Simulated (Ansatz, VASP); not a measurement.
This is a calculation of PtS2 for VASP 6.6.1.

File INCAR:

```
PREC = Accurate ; ENCUT = 520
EDIFF = 1E-7 ; ISMEAR = -1
SIGMA = 0.05 ; LREAL = F
LASPH = T ; NELM = 80
ALGO = Normal ; ISIF = 2
LWAVE = F ; LCHARG = F
NBANDS = 18
```

The input KPOINTS:

```
Automatic mesh
0
Gamma
  9 9 5
```

The input POSCAR:

```
PtS2
1.0
    3.6126921524      0.0000000000      0.0000000000
   -1.8063460762      3.1286831800      0.0000000000
    0.0000000000      0.0000000000      5.1376250896
Pt S
1 2
Direct
    0.0000000000      0.0000000000      0.0000000000
    0.6666666667      0.3333333333      0.7730000000
    0.3333333333      0.6666666667      0.2270000000
```

Potentials or basis: VASP PAW LDA potentials, release 64 (Pt, S).

Run with:

```bash
$ cat potpaw_LDA.64/Pt/POTCAR potpaw_LDA.64/S/POTCAR > POTCAR
$ mpirun -np 1 vasp_std > vasp.out
```

**Question.** Translate it to Ansatz 0.2.0. Potentials there: Ansatz PAW.

**Answer.** As run (the cutoff follows the program's own potentials):

Contents of input.yaml:

```yaml
crystal:
  lattice:
    - [3.6126921524, 0.0, 0.0]
    - [-1.8063460762, 3.12868318, 0.0]
    - [0.0, 0.0, 5.1376250896]
  atoms:
    - { symbol: Pt, position: [0.0, 0.0, 0.0] }
    - { symbol: S, position: [0.6666666667, 0.3333333333, 0.773] }
    - { symbol: S, position: [0.3333333333, 0.6666666667, 0.227] }
hamiltonian:
  xc: lda
  pseudopotentials: { kind: paw }
kpoints:
  mp_grid: { grid: [9, 9, 5] }
scf:
  occupations: { method: fermi_dirac, width: 0.05 }
output:
  forces: true
  stress: true
  eigenvalues: true
```

Potentials or basis: Ansatz PAW.

Command:

```console
$ ansatz run input.yaml --threads 2 --pin off --max-ram 5632MiB --backend cpu --events-out ev --progress --plain --runs-dir out
```

Both were run:

|  | VASP | Ansatz | Ansatz less VASP |
| --- | --- | --- | --- |
| gap on the k mesh at the Fermi level (eV) | 0.85 | 0.84 | -0.005 |
| least direct gap on the mesh (eV) | 0.90 | 0.89 | -0.004 |
| pressure (GPa) | -4.8 | -4.8 | +0.04 |
| traceless stress, the component that is largest in VASP (GPa) | 2.35 | 2.33 | -0.013 |
| rms of the force components (eV/Å) | 0.002 | 0.003 | +0.0009 |

LDA's correlation is that of Perdew and Zunger in VASP and of Perdew and Wang (1992) in Ansatz. Atom by atom the forces differ by 0.001 eV/Å (rms over components). VASP's potentials hold 22 valence electrons a cell and Ansatz's 30, so a difference there can come from the potentials and not from the codes.

Spin-orbit coupling is off throughout. Noted on Ansatz's run: odd divisions of the mesh miss points on the zone boundary, where band edges often lie, so the gap on the mesh can be too wide.
